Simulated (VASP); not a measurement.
Ga3SbN2:

```
Ga Sb N
1.0
     5.86286    0.00000    0.00000
    -2.93143    5.07739    0.00000
     0.00000    0.00000    2.92422
Ga Sb N
3 1 2
Direct
  0.50000 0.00000 0.50000
  0.50000 0.50000 0.50000
  0.00000 0.50000 0.50000
  0.00000 0.00000 0.00000
  0.33333 0.66667 0.00000
  0.66667 0.33333 0.00000
```

- Program: VASP 6.6.1
- Task: relaxation of cell and atoms
- Functional: PBE
- Potentials or basis: VASP PAW PBE potentials, release 64 (Ga_d, Sb, N)
- Cutoff: 600 eV
- k mesh: 6 × 6 × 12
- Occupations: gaussian, width 0.1 eV
- Spin: no spin polarisation

At the start: pressure 0.8 GPa; volume 14.51 Å³/atom.

How do energy, volume and symmetry change on relaxing?

Over 7 steps the energy falls by 2.2 meV/atom and the volume is 14.57 Å³/atom (+0.4 %); space group P6/mmm (No. 191, to 0.05 Å).

The path:
| step | energy change (eV) | largest force (eV/Å) | pressure (GPa) | volume (Å³) |
| --- | --- | --- | --- | --- |
| 1 | 0.0000 | 0.0000 | 0.83 | 87.05 |
| 2 | -0.0103 | 0.0000 | -0.78 | 87.99 |
| 3 | -0.0127 | 0.0000 | -0.32 | 87.71 |
| 4 | -0.0126 | 0.0000 | -0.39 | 87.72 |
| 5 | -0.0131 | 0.0000 | 0.07 | 87.35 |
| 6 | -0.0131 | 0.0000 | -0.09 | 87.42 |
| 7 | -0.0131 | 0.0000 | -0.03 | 87.39 |

Final structure:
```yaml
crystal:
  lattice:
    - [5.84058, 0.00000, 0.00000]
    - [-2.92029, 5.05809, 0.00000]
    - [0.00000, 0.00000, 2.95829]
  atoms:
    - { symbol: Ga, position: [0.50000, 0.00000, 0.50000] }
    - { symbol: Ga, position: [0.50000, 0.50000, 0.50000] }
    - { symbol: Ga, position: [0.00000, 0.50000, 0.50000] }
    - { symbol: Sb, position: [0.00000, 0.00000, 0.00000] }
    - { symbol: N, position: [0.33333, 0.66667, 0.00000] }
    - { symbol: N, position: [0.66667, 0.33333, 0.00000] }
```
